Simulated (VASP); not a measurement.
# Fe (Im-3m) in VASP: notebook, part 2 of 2

VASP 6.6.1. Earlier steps stand in the parts before.

**3. Single point, PBE, collinear spin, ferromagnetic start**

Input file INCAR:

```
  PREC = Accurate
  ENCUT = 520
  EDIFF = 1E-7
  ISMEAR = 0
  SIGMA = 0.027000000000000003
  LREAL = F
  LASPH = T
  NELM = 150
  ALGO = Normal
  ISIF = 2
  LWAVE = F
  LCHARG = T
  ISPIN = 2
  MAGMOM = 3
  LORBIT = 11
  LMAXMIX = 4
  GGA = PE
  LELF = T
  LVHAR = T
  NBANDS = 14
```

Input file KPOINTS:

```
regular mesh
0
Gamma
  13 13 13
```

Input file POSCAR:

```
Fe
1.0
   -1.4430000000      1.4430000000      1.4430000000
    1.4430000000     -1.4430000000      1.4430000000
    1.4430000000      1.4430000000     -1.4430000000
Fe
1
Direct
    0.0000000000      0.0000000000      0.0000000000
```

Potentials or basis: VASP PAW PBE potentials, release 64 (Fe).

Launch:

```bash
> cat potpaw_PBE.64/Fe/POTCAR > POTCAR
> mpirun -np 1 vasp_std > vasp.out
```

OUTCAR:

```text
PREC = Accurate
   ENCUT = 520
   EDIFF = 1E-7
   ISMEAR = 0
   LREAL = F
   LASPH = T
   NELM = 150
   ISIF = 2
   ISPIN = 2
   LORBIT = 11
   GGA = PE

 ion  position               nearest neighbor table
   1  0.000  0.000  0.000-

  LATTYP: Found a body centered cubic cell.
 ALAT       =     2.8860000000

  Lattice vectors:

 A1 = (  -1.4430000000,   1.4430000000,   1.4430000000)
 A2 = (   1.4430000000,  -1.4430000000,   1.4430000000)
[... 1024 lines left out ...]
  -------------------------------------------------------------------------------------
  Total       -0.6930060     -0.6930060     -0.6930060     -0.0000000      0.0000000      0.0000000
  in kB      -92.3822563    -92.3822563    -92.3822563     -0.0000000      0.0000000      0.0000000
  external PRESSURE =     -92.3822563 kB  Pullay stress =       0.0000000 kB

 VOLUME and BASIS-vectors are now :
 -----------------------------------------------------------------------------
  energy-cutoff  :      520.00
  volume of cell :       12.02
      direct lattice vectors                 reciprocal lattice vectors
    -1.443000000  1.443000000  1.443000000     0.000000000  0.346500347  0.346500347
     1.443000000 -1.443000000  1.443000000     0.346500347  0.000000000  0.346500347
     1.443000000  1.443000000 -1.443000000     0.346500347  0.346500347  0.000000000

 POSITION                                       TOTAL-FORCE (eV/Angst)
 -----------------------------------------------------------------------------------
      0.00000      0.00000      0.00000        -0.000000     -0.000000     -0.000000
 -----------------------------------------------------------------------------------
    total drift:                                0.000000     -0.000000      0.000000

  FREE ENERGIE OF THE ION-ELECTRON SYSTEM (eV)
  ---------------------------------------------------
  free  energy   TOTEN  =        -8.2163693025 eV

  energy  without entropy=       -8.2158304645  energy(sigma->0) =       -8.21609988

 total charge

# of ion       s       p       d       tot
------------------------------------------
    1        0.464   0.494   6.199   7.157

 magnetization (x)

# of ion       s       p       d       tot
------------------------------------------
    1       -0.014  -0.060   2.364   2.290
```

OSZICAR:

```text
N       E                     dE             d eps       ncg     rms          rms(c)
DAV:   1     0.216477861686E+02    0.21648E+02   -0.38267E+03  5140   0.678E+02
DAV:   2    -0.822470750722E+01   -0.29872E+02   -0.27289E+02  5136   0.126E+02
DAV:   3    -0.912401473317E+01   -0.89931E+00   -0.89425E+00  5698   0.232E+01
DAV:   4    -0.912708594809E+01   -0.30712E-02   -0.30710E-02  5430   0.121E+00
DAV:   5    -0.912710099913E+01   -0.15051E-04   -0.15051E-04  5786   0.894E-02    0.109E+01
DAV:   6    -0.832062818098E+01    0.80647E+00   -0.11073E+01  5832   0.377E+01    0.624E+00
DAV:   7    -0.822897898657E+01    0.91649E-01   -0.85686E-01  5802   0.100E+01    0.340E+00
DAV:   8    -0.822275203006E+01    0.62270E-02   -0.10125E-02  5618   0.574E-01    0.137E+00
DAV:   9    -0.821650715971E+01    0.62449E-02   -0.13265E-02  6204   0.634E-01    0.370E-01
DAV:  10    -0.821629366769E+01    0.21349E-03   -0.44667E-04  5784   0.265E-01    0.127E-01
DAV:  11    -0.821637079809E+01   -0.77130E-04   -0.23514E-04  6082   0.134E-01    0.627E-02
DAV:  12    -0.821636829493E+01    0.25032E-05   -0.18337E-05  5630   0.274E-02    0.282E-02
DAV:  13    -0.821636931300E+01   -0.10181E-05   -0.91836E-07  5664   0.104E-02    0.199E-02
DAV:  14    -0.821636900646E+01    0.30654E-06   -0.33333E-06  5898   0.143E-02    0.492E-03
DAV:  15    -0.821636930116E+01   -0.29470E-06   -0.54334E-08  3372   0.237E-03    0.810E-04
DAV:  16    -0.821636930252E+01   -0.13590E-08   -0.94169E-09  2532   0.904E-04
   1 F= -.82163693E+01 E0= -.82160999E+01  d E =-.538838E-03  mag=     2.2787
```

stdout:

```text
POSCAR found type information on POSCAR Fe
 POSCAR found :  1 types and       1 ions
 scaLAPACK will be used
 LDA part: xc-table for (Slater+PW92), standard interpolation
 POSCAR, INCAR and KPOINTS ok, starting setup
 FFT: planning ... GRIDC
 FFT: planning ... GRID_SOFT
 FFT: planning ... GRID
 WAVECAR not read
 entering main loop
```

It took 24 s on 1 thread of AMD EPYC 9R45 (Zen 5), shared host; peak memory 0.11 GiB.

What came out:

```yaml
Free_energy: -8.2164 eV
Pressure: -9.2 GPa
Net_moment: 2.28 μB per cell
Site_moments: Fe +2.29 μB
Valence_electrons_inside_the_program's_atomic_spheres: Fe 7.16
```

Levels at points of the mesh, in eV from the Fermi level:
Spin up:
| k point | band 3 | band 4 | band 5 | band 6 | band 7 | band 8 |
| --- | --- | --- | --- | --- | --- | --- |
| (0.00, 0.00, 0.00) | -2.18 | -2.18 | -1.07 | -1.07 | 24.53 | 24.53 |
Spin down:
```tsv
k point	band 1	band 2	band 3	band 4	band 5	band 6
(0.00, 0.00, 0.00)	-7.91	-0.16	-0.16	-0.16	1.75	1.76
```

**4. Single point, RPBE, collinear spin, ferromagnetic start**

Input file INCAR:

```
SYSTEM = Fe
ALGO = Normal
EDIFF = 1E-6
ENCUT = 520
GGA = RP
ISIF = 2
ISMEAR = -1
ISPIN = 2
LASPH = .TRUE.
LCHARG = .FALSE.
LMAXMIX = 4
LORBIT = 11
LREAL = .FALSE.
LWAVE = .FALSE.
MAGMOM = 3
NBANDS = 14
NELM = 150
PREC = Accurate
SIGMA = 0.05
```

Input file KPOINTS:

```
k-points
0
G
  13 13 13
  0 0 0
```

POSCAR is that of step 3.

Launch:

```bash
> cat potpaw_PBE.64/Fe/POTCAR > POTCAR
> mpirun -np 1 vasp_std > vasp.out
```

Run time: 18 s. Hardware: 1 thread of AMD EPYC 9R45 (Zen 5), shared host; peak memory 0.11 GiB.

It converged, with:

| Item | Value |
| --- | --- |
| Free energy | -7.7556 eV |
| Pressure | -2.9 GPa |
| Net moment | 2.34 μB per cell |
| Site moments | Fe +2.35 μB |
| Valence electrons inside the program's atomic spheres | Fe 7.15 |

Levels at points of the mesh, in eV from the Fermi level:
Spin up:
```
           k point  band 3  band 4  band 5  band 6  band 7  band 8
(0.00, 0.00, 0.00)   -2.21   -2.21   -1.10   -1.10   24.52   24.52
```
Spin down:
| k point | band 1 | band 2 | band 3 | band 4 | band 5 | band 6 |
| --- | --- | --- | --- | --- | --- | --- |
| (0.00, 0.00, 0.00) | -7.93 | -0.08 | -0.08 | -0.08 | 1.85 | 1.85 |

Caveat: the PAW data sets were made with another functional, which shifts forces and pressure a little.

**5. Single point, PBE, collinear spin, ferromagnetic start**

Input file INCAR:

```
PREC = Accurate
ENCUT = 520
EDIFF = 1E-7
ISMEAR = 0
SIGMA = 0.017
LREAL = False
LASPH = True
NELM = 150
ALGO = Normal
ISIF = 2
LWAVE = False
LCHARG = False
ISPIN = 2
MAGMOM = 3
LORBIT = 11
LMAXMIX = 4
GGA = PE
NBANDS = 14
```

Input file KPOINTS:

```
regular mesh
0
Gamma
  13 13 13
```

POSCAR is that of step 4.

Potentials or basis: VASP PAW PBE potentials, release 64 (Fe).

Launch:

```bash
> cat potpaw_PBE.64/Fe/POTCAR > POTCAR
> mpirun -np 1 vasp_std > vasp.out
```

OUTCAR:

```text
PREC = Accurate
   ENCUT = 520
   EDIFF = 1E-7
   ISMEAR = 0
   LREAL = False
   LASPH = True
   NELM = 150
   ISIF = 2
   ISPIN = 2
   LORBIT = 11
   GGA = PE

 ion  position               nearest neighbor table
   1  0.000  0.000  0.000-

  LATTYP: Found a body centered cubic cell.
 ALAT       =     2.8860000000

  Lattice vectors:

 A1 = (  -1.4430000000,   1.4430000000,   1.4430000000)
 A2 = (   1.4430000000,  -1.4430000000,   1.4430000000)
[... 1023 lines left out ...]
  --------------------------------------------------------------------------------------
  -------------------------------------------------------------------------------------
  Total       -0.6913532     -0.6913532     -0.6913532     -0.0000000     -0.0000000      0.0000000
  in kB      -92.1619283    -92.1619283    -92.1619283     -0.0000000     -0.0000000      0.0000000
  external PRESSURE =     -92.1619283 kB  Pullay stress =       0.0000000 kB

 VOLUME and BASIS-vectors are now :
 -----------------------------------------------------------------------------
  energy-cutoff  :      520.00
  volume of cell :       12.02
      direct lattice vectors                 reciprocal lattice vectors
    -1.443000000  1.443000000  1.443000000     0.000000000  0.346500347  0.346500347
     1.443000000 -1.443000000  1.443000000     0.346500347  0.000000000  0.346500347
     1.443000000  1.443000000 -1.443000000     0.346500347  0.346500347  0.000000000

 POSITION                                       TOTAL-FORCE (eV/Angst)
 -----------------------------------------------------------------------------------
      0.00000      0.00000      0.00000        -0.000000     -0.000000     -0.000000
 -----------------------------------------------------------------------------------
    total drift:                                0.000000     -0.000000      0.000000

  FREE ENERGIE OF THE ION-ELECTRON SYSTEM (eV)
  ---------------------------------------------------
  free  energy   TOTEN  =        -8.2161973536 eV

  energy  without entropy=       -8.2159522917  energy(sigma->0) =       -8.21607482

 total charge

# of ion       s       p       d       tot
------------------------------------------
    1        0.464   0.494   6.199   7.157

 magnetization (x)

# of ion       s       p       d       tot
------------------------------------------
    1       -0.014  -0.060   2.365   2.291
```

Run time: 20 s. Hardware: 1 thread of AMD EPYC 9R45 (Zen 5), shared host; peak memory 0.11 GiB.

Results:

| Item | Value |
| --- | --- |
| Free energy | -8.2162 eV |
| Pressure | -9.2 GPa |
| Net moment | 2.28 μB per cell |
| Site moments | Fe +2.29 μB |
| Valence electrons inside the program's atomic spheres | Fe 7.16 |

Levels at points of the mesh, in eV from the Fermi level:
Spin up:
```tsv
k point	band 3	band 4	band 5	band 6	band 7	band 8
(0.00, 0.00, 0.00)	-2.18	-2.18	-1.07	-1.07	24.53	24.53
```
Spin down:
| k point | band 1 | band 2 | band 3 | band 4 | band 5 | band 6 | band 7 | band 8 |
| --- | --- | --- | --- | --- | --- | --- | --- | --- |
| (0.00, 0.00, 0.00) | -7.91 | -0.16 | -0.16 | -0.16 | 1.76 | 1.76 | 24.23 | 24.23 |

**6. Overview**

```csv
level,smearing,gap on the mesh (eV),pressure (GPa),moment (μB)
PBE,gaussian 0.019 eV,none,-9.3,2.28
PBE,gaussian 0.027 eV,none,-9.2,2.28
RPBE,fermi-dirac 0.05 eV,none,-2.9,2.34
PBE,gaussian 0.017 eV,none,-9.2,2.28
```

Alike in all rows: task single point; potentials or basis VASP PAW PBE potentials, release 64 (Fe); spin collinear, ferromagnetic start; cell as given; k mesh 13 × 13 × 13; cutoff (eV) 520.

Every run on the cell as given and a fine mesh finds a metal. The pressure there spans -9.3 GPa (PBE) to -2.9 GPa (RPBE); a positive pressure means that this level wants a larger cell, a negative one a smaller.

Caveats: the PAW data sets were made with another functional, which shifts forces and pressure a little (some runs).

Total energies depend on the potentials used, so only differences within one code and one set of settings carry meaning.
